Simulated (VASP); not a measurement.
Input of a VASP 6.6.1 run:

Contents of INCAR:

```
SYSTEM = AgCl
  PREC = Accurate
  ENCUT = 500
  EDIFF = 1E-6
  ISMEAR = 0
  SIGMA = 0.01
  LREAL = .False.
  LASPH = .True.
  NELM = 120
  ALGO = Normal
  ISIF = 2
  LWAVE = .False.
  LCHARG = .False.
  GGA = PS
  NBANDS = 16
  GGA_COMPAT = .False.
```

Contents of KPOINTS:

```
regular mesh
0
Gamma
  3 3 3
  0 0 0
```

The input POSCAR:

```
AgCl
1.0
    0.0000000000      2.7731725637      2.7731725637
    2.7731725637      0.0000000000      2.7731725637
    2.7731725637      2.7731725637      0.0000000000
Ag Cl
1 1
Direct
    0.0000000000      0.0000000000      0.0000000000
    0.5000000000      0.5000000000      0.5000000000
```

Potentials or basis: VASP PAW PBE potentials, release 64 (Ag, Cl).

The run is started by

```sh
$ cat potpaw_PBE.64/Ag/POTCAR potpaw_PBE.64/Cl/POTCAR > POTCAR
$ mpirun -np 1 vasp_std > vasp.out
```

Problem. Estimate the band gap on the k mesh.

Solution. 1.11 eV (least direct gap 3.03 eV).

Problem. Estimate the pressure.

Solution. -2.2 GPa.

Caveat: the k points lie up to 0.65 Å⁻¹ apart; the PAW data sets were made with another functional, which shifts forces and pressure a little; an odd mesh through Γ misses points on the zone boundary, where band edges can lie. PBEsol gaps usually lie below the measured ones, often by a third to a half.
